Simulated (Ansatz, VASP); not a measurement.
# KF: VASP beside Ansatz

```
K F
1.0
     0.00000    2.64858    2.64858
     2.64858    0.00000    2.64858
     2.64858    2.64858    0.00000
K F
1 1
Direct
  0.00000 0.00000 0.00000
  0.50000 0.50000 0.50000
```

Alike in both runs: task single point; functional PBE; k mesh 8 × 8 × 8; occupations gaussian, width 0.02 eV; no spin polarisation.

|  | VASP | Ansatz |
| --- | --- | --- |
| version | VASP 6.6.1 | Ansatz 0.2.0 |
| potentials or method | VASP PAW PBE potentials, release 64 (K_sv, F), cutoff 520 eV | scalar-relativistic, plane waves, PAW |
| valence electrons in the cell | 16 | 16 |

```tsv
	VASP	Ansatz	Ansatz less VASP
gap on the k mesh at the Fermi level (eV)	6.31	6.32	+0.017
least direct gap on the mesh (eV)	6.31	6.32	+0.017
pressure (GPa)	2.4	2.4	-0.07
```

With one functional, cell and mesh, what is left measures potentials, basis and numerics.
